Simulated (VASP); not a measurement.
Set up this calculation in VASP 6.6.1, as the native input.

* Task: single point
* Functional: PBEsol
* Potentials or basis: VASP PAW PBE potentials, release 64 (Al, Fe)
* Cutoff: 520 eV
* k mesh: 5 × 5 × 5
* Occupations: fermi-dirac, width 0.1 eV
* Spin: collinear spin, ferromagnetic start
* Starting moments: [0.0, 4.5, 4.5, 4.5] μB
* Dipole correction: no
* Further INCAR settings: ALGO = Normal; EDIFF = 1e-07; NBANDS = 26

The structure of AlFe3 lies in POSCAR:

```
AlFe3
1.0
    3.6392911100      0.0000000000      0.0000000000
    0.0000000000      3.6392911100      0.0000000000
    0.0000000000      0.0000000000      3.6392911100
Al Fe
1 3
Direct
    0.0000000000      0.0000000000      0.0000000000
    0.0000000000      0.5000000000      0.5000000000
    0.5000000000      0.0000000000      0.5000000000
    0.5000000000      0.5000000000      0.0000000000
```

One way to write it, as run:

INCAR

```
SYSTEM = AlFe3
PREC = Accurate
ENCUT = 520
EDIFF = 1E-7
ISMEAR = -1
SIGMA = 0.1
LREAL = .FALSE.
LASPH = .TRUE.
NELM = 150
ALGO = Normal
ISIF = 2
LWAVE = .FALSE.
LCHARG = .TRUE.
ISPIN = 2
MAGMOM = 0 4.5 4.5 4.5
LORBIT = 11
LMAXMIX = 4
GGA = PS
LELF = .TRUE.
LVHAR = .TRUE.
NBANDS = 26
```

KPOINTS

```
regular mesh
0
G
  5 5 5
  0 0 0
```

Potentials or basis: VASP PAW PBE potentials, release 64 (Al, Fe).

Run with:

```bash
$ cat potpaw_PBE.64/Al/POTCAR potpaw_PBE.64/Fe/POTCAR > POTCAR
$ mpirun -np 1 vasp_std > vasp.out
```

Results of the run:

```yaml
Pressure: -6.2 GPa
Net_moment: 6.70 μB per cell
Site_moments: Al -0.07; Fe +2.26 μB
Valence_electrons_inside_the_program's_atomic_spheres: Al 0.84; Fe 7.24
```

Caveat: the PAW data sets were made with another functional, which shifts forces and pressure a little.

It took 27 s on 1 thread of Intel(R) Xeon(R) 6975P-C (Granite Rapids), with other jobs on the host, peak memory 0.17 GiB.
